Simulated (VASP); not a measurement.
HfN:

```xyz
4
Lattice="3.8567 0.0000 0.0000 0.0000 3.8567 0.0000 0.0000 0.0000 4.8185" Properties=species:S:1:pos:R:3 pbc="T T T"
Hf    1.9284    0.0000    0.8523
Hf    0.0000    1.9284    3.9662
N     0.0000    0.0000    0.0000
N     1.9284    1.9284    0.0000
```

Base run:

| Item | Value |
| --- | --- |
| Program | VASP 6.6.1 |
| Functional | PBEsol |
| Potentials or basis | VASP PAW PBE potentials, release 64 (Hf_pv, N) |
| Cutoff | 520 eV |
| k mesh | 10 × 10 × 8 |
| Occupations | gaussian, width 0.05 eV |
| Spin | no spin polarisation |

Its results: band gap on the k mesh zero (band 15 reaches 4.81 eV, above the bottom of band 16 at 2.63 eV); pressure -5.6 GPa; largest force 0.568 eV/Å.

The run is repeated on the same cell with these changes: functional from PBEsol to PBE; k mesh from 10 × 10 × 8 to 15 × 15 × 12. What comes out?

Band gap on the k mesh zero (band 15 reaches 4.90 eV, above the bottom of band 16 at 2.93 eV); pressure -1.3 GPa; largest force 0.178 eV/Å.

Several settings changed at once, so the effect can't be laid on one alone.

Caveats: spin-orbit coupling is left out, which moves the levels of the heavy elements; the PAW data sets were made with another functional, which shifts forces and pressure a little (some runs).
